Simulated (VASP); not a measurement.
# Zr (I4/mmm) in VASP: single point with LDA

Aim: the single point of Zr with LDA.

Everything below comes from runs of VASP 6.6.1. Logs are shortened: lines on timing, memory, paths and dates and some standing lists are left out, and cuts for length are marked.

**1. The cell of the first run**

It takes space group I4/mmm (No. 139, tetragonal). The conventional cell has a = 3.620 Å, b = 3.620 Å, c = 3.674 Å, α = 90.00°, β = 90.00°, γ = 90.00°. Within 4.1 Å of Zr (site symmetry 4/mmm) lie 14 Zr at 3.15 to 3.67 Å.

**2. Single point, LDA, non-collinear spin, zero start, spin-orbit coupling (cell strained by +1.5% along z)**

Contents of INCAR:

```
GGA = CA ; LSORBIT = T
MAGMOM = 0 0 0 ; LORBIT = 11
ISMEAR = 1 ; SIGMA = 0.05
LWAVE = F ; LCHARG = F
ISIF = 2 ; PREC = Accurate
LASPH = T ; LREAL = F
ALGO = Normal ; EDIFF = 1E-6
NELM = 200 ; GGA_COMPAT = F
ENCUT = 510 ; LMAXMIX = 4
ADDGRID = F
```

Contents of KPOINTS:

```
Automatic mesh
0
Gamma
  20 20 20
  0 0 0
```

Contents of POSCAR:

```
Zr
1.0
   -1.8100000000      1.8100000000      1.8371500000
    1.8100000000     -1.8100000000      1.8371500000
    1.8100000000      1.8100000000     -1.8371500000
Zr
1
Direct
    0.0000000000      0.0000000000      0.0000000000
```

Potentials or basis: VASP PAW LDA potentials, release 64 (Zr_sv).

Run with:

```sh
cat potpaw_LDA.64/Zr_sv/POTCAR > POTCAR
mpirun -np 1 vasp_ncl > vasp.out
```

OUTCAR:

```text
GGA = CA
   LSORBIT = T
   LORBIT = 11
   ISMEAR = 1
   ISIF = 2
   PREC = Accurate
   LASPH = T
   LREAL = F
   EDIFF = 1E-6
   NELM = 200
   ENCUT = 510

 ion  position               nearest neighbor table
   1  0.000  0.000  0.000-

  LATTYP: Found a body centered tetragonal cell.
 ALAT       =     3.6200000000
 C/A-ratio  =     1.0150000000

  Lattice vectors:

 A1 = (  -1.8100000000,   1.8100000000,   1.8371500000)
 A2 = (   1.8100000000,  -1.8100000000,   1.8371500000)
 A3 = (   1.8100000000,   1.8100000000,  -1.8371500000)

Analysis of symmetry for initial positions (statically):
=====================================================================
 Subroutine PRICEL returns:
 Original cell was already a primitive cell.

 Routine SETGRP: Setting up the symmetry group for a
 body centered tetragonal supercell.

 Subroutine GETGRP returns: Found 16 space group operations
 (whereof 16 operations were pure point group operations)
 out of a pool of 16 trial point group operations.

The static configuration has the point symmetry D_4h.

Analysis of symmetry for dynamics (positions and initial velocities):
=====================================================================
 Subroutine PRICEL returns:
 Original cell was already a primitive cell.

 Routine SETGRP: Setting up the symmetry group for a
 body centered tetragonal supercell.

 Subroutine GETGRP returns: Found 16 space group operations
 (whereof 16 operations were pure point group operations)
 out of a pool of 16 trial point group operations.

The dynamic configuration has the point symmetry D_4h.

Analysis of structural, dynamic, and magnetic symmetry:
=====================================================================
 Subroutine PRICEL returns:
 Original cell was already a primitive cell.

 Routine SETGRP: Setting up the symmetry group for a
 body centered tetragonal supercell.

 Subroutine GETGRP returns: Found 16 space group operations
 (whereof 16 operations were pure point group operations)
 out of a pool of 16 trial point group operations.

The overall configuration has the point symmetry D_4h.

 Subroutine INISYM returns: Found 16 space group operations
 (whereof 16 operations are pure point group operations),
 and found     1 'primitive' translations

----------------------------------------------------------------------------------------
[... 131 lines left out ...]
 maximum number of plane-waves:      1292
   NGX = 11   NGY = 11   NGZ = 11

 number of electron      12.0000000 magnetization       0.0000000      0.0000000      0.0000000

 number of electron      12.0000000 magnetization      -0.0000000     -0.0000000     -0.0000000

 number of electron      12.0000000 magnetization      -0.0000000      0.0000000     -0.0000000

 number of electron      12.0000000 magnetization       0.0000000     -0.0000000      0.0000000

 Free energy of the ion-electron system (eV)
  ---------------------------------------------------
  ext. energy  EPLUGINS =         0.00000000
  ---------------------------------------------------
  free energy    TOTEN  =        -9.21834151 eV

  energy without entropy =       -9.21817040  energy(sigma->0) =       -9.21828447

 E-fermi :   8.1510     XC(G=0): -11.1381

 val. band max:        8.1495708442   @ k =   0.4000   0.2500   0.0500
 cond. band min:       8.1535113692   @ k =  -0.2000   0.3000   0.1500
 fundamental gap:      0.0039405250
 Fermi energy:         8.1509669603

 k-point     1 :       0.0000    0.0000    0.0000
  band No.  band energies     occupation
      1     -40.1412      1.00000
      2     -40.1412      1.00000
      3     -19.0428      1.00000
      4     -19.0428      1.00000
      5     -17.2472      1.00000
      6     -17.2472      1.00000
[... 541 lines left out ...]
     19      12.3108      0.00000
     20      12.3108      0.00000

 [... further k-points ...]
[... 5 lines left out ...]
  --------------------------------------------------------------------------------------
  -------------------------------------------------------------------------------------
  Total       -1.5835112     -1.5835112     -1.6009447      0.0000000      0.0000000      0.0000000
  in kB     -105.3828530   -105.3828530   -106.5430593      0.0000000      0.0000000      0.0000000
  external PRESSURE =    -105.7695884 kB  Pullay stress =       0.0000000 kB

 VOLUME and BASIS-vectors are now :
 -----------------------------------------------------------------------------
  energy-cutoff  :      510.00
  volume of cell :       24.07
      direct lattice vectors                 reciprocal lattice vectors
    -1.810000000  1.810000000  1.837150000     0.000000000  0.276243094  0.272160684
     1.810000000 -1.810000000  1.837150000     0.276243094  0.000000000  0.272160684
     1.810000000  1.810000000 -1.837150000     0.276243094  0.276243094  0.000000000

 POSITION                                       TOTAL-FORCE (eV/Angst)
 -----------------------------------------------------------------------------------
      0.00000      0.00000      0.00000         0.000000     -0.000000      0.000000
 -----------------------------------------------------------------------------------
    total drift:                                0.000000     -0.000000      0.000000

  FREE ENERGIE OF THE ION-ELECTRON SYSTEM (eV)
  ---------------------------------------------------
  free  energy   TOTEN  =        -9.2183415098 eV

  energy  without entropy=       -9.2181704045  energy(sigma->0) =       -9.21828447

 Spin-Orbit-Coupling matrix elements

 Ion:    1  E_soc:     -0.1504200
 l=   1
     0.0000000    -0.0243051    -0.0243186
    -0.0243051     0.0000000    -0.0243051
    -0.0243186    -0.0243051     0.0000000
 l=   2
     0.0000000    -0.0001304     0.0000000    -0.0001304    -0.0006319
    -0.0001304     0.0000000    -0.0004726    -0.0001306    -0.0001564
     0.0000000    -0.0004726     0.0000000    -0.0004726     0.0000000
    -0.0001304    -0.0001306    -0.0004726     0.0000000    -0.0001564
    -0.0006319    -0.0001564     0.0000000    -0.0001564     0.0000000
 l=   3
     0.0000000     0.0000000     0.0000000     0.0000000     0.0000000     0.0000000     0.0000000
     0.0000000     0.0000000     0.0000000     0.0000000     0.0000000     0.0000000     0.0000000
     0.0000000     0.0000000     0.0000000     0.0000000     0.0000000     0.0000000     0.0000000
     0.0000000     0.0000000     0.0000000     0.0000000     0.0000000     0.0000000     0.0000000
     0.0000000     0.0000000     0.0000000     0.0000000     0.0000000     0.0000000     0.0000000
     0.0000000     0.0000000     0.0000000     0.0000000     0.0000000     0.0000000     0.0000000
     0.0000000     0.0000000     0.0000000     0.0000000     0.0000000     0.0000000     0.0000000

 total charge

# of ion       s       p       d       tot
------------------------------------------
    1        2.223   5.943   1.668   9.834

 magnetization (x)

# of ion       s       p       d       tot
------------------------------------------
    1        0.000  -0.000   0.000  -0.000

 magnetization (y)

# of ion       s       p       d       tot
------------------------------------------
    1        0.000   0.000   0.000   0.000

 magnetization (z)

# of ion       s       p       d       tot
------------------------------------------
    1        0.000   0.000  -0.000  -0.000
```

Wall time 7.8 min (1 thread of Intel Xeon Platinum 8259CL at 2.50GHz (Skylake/Cascade Lake), shared host); peak memory 0.49 GiB.

Results:

| Property | Result |
| --- | --- |
| Free energy | -9.2183 eV |
| Pressure | -10.6 GPa |
| Net moment | 0.00 μB per cell |
| Valence electrons inside the program's atomic spheres | Zr 9.83 |

Moments on the atoms (μB; x, y, z):
```
Zr  0.00 0.00 0.00
```

Caveat: the cell differs from its parent crystal (cell strained by +1.5% along z); the cell stands under tension.
